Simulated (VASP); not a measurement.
The system is Sc3B2P.

```
Sc B P
1.0
     5.22296    0.00000    0.00000
    -2.61148    4.52321    0.00000
     0.00000    0.00000    3.92499
Sc B P
3 2 1
Direct
  0.50000 0.00000 0.50000
  0.50000 0.50000 0.50000
  0.00000 0.50000 0.50000
  0.66667 0.33333 0.00000
  0.33333 0.66667 0.00000
  0.00000 0.00000 0.00000
```

The cell was generated, and may not be a known phase.

- Program: VASP 6.6.1
- Task: relaxation of cell and atoms
- Functional: PBE
- Potentials or basis: VASP PAW PBE potentials, release 64 (Sc_sv, B, P)
- Cutoff: 600 eV
- k mesh: 6 × 6 × 4
- Occupations: gaussian, width 0.1 eV
- Spin: no spin polarisation

At the start: pressure 8.4 GPa; volume 15.45 Å³/atom.

Q: Where does the relaxation end?

A: Over 10 steps the energy falls by 530.3 meV/atom and the volume is 17.82 Å³/atom (+15.3 %); space group P6/mmm (No. 191, to 0.1 Å) before and after.

Step by step:
```tsv
step	energy change (eV)	largest force (eV/Å)	pressure (GPa)	volume (Å³)
1	0.0000	0.0000	8.45	92.73
2	-1.7235	0.0000	0.41	103.38
3	-2.7073	0.0000	-5.61	113.13
4	-1.8221	0.0000	-9.82	129.58
5	-2.8411	0.0000	-7.19	117.02
6	-2.8309	0.0000	-6.84	116.07
7	-3.0749	0.0000	3.22	104.11
8	-3.1758	0.0000	-0.89	108.19
9	-3.1760	0.0000	-0.75	108.03
10	-3.1816	0.0000	-0.02	106.90
```

Final structure:
```cif
data_structure
_symmetry_space_group_name_H-M 'P 1'
_symmetry_Int_Tables_number 1
_cell_length_a 6.2659
_cell_length_b 6.2659
_cell_length_c 3.1438
_cell_angle_alpha 90.000
_cell_angle_beta 90.000
_cell_angle_gamma 120.000
_cell_volume 106.90
loop_
_atom_site_label
_atom_site_type_symbol
_atom_site_fract_x
_atom_site_fract_y
_atom_site_fract_z
_atom_site_occupancy
Sc1 Sc 0.50000 0.00000 0.50000 1
Sc2 Sc 0.50000 0.50000 0.50000 1
Sc3 Sc 0.00000 0.50000 0.50000 1
B1 B 0.66667 0.33333 0.00000 1
B2 B 0.33333 0.66667 0.00000 1
P1 P 0.00000 0.00000 0.00000 1
```

Caveat: the k points lie up to 0.50 Å⁻¹ apart in the final cell, too coarse for converged energies and pressures of a metal; the volume moved by over 15 % at a fixed basis, so the end points are rough.
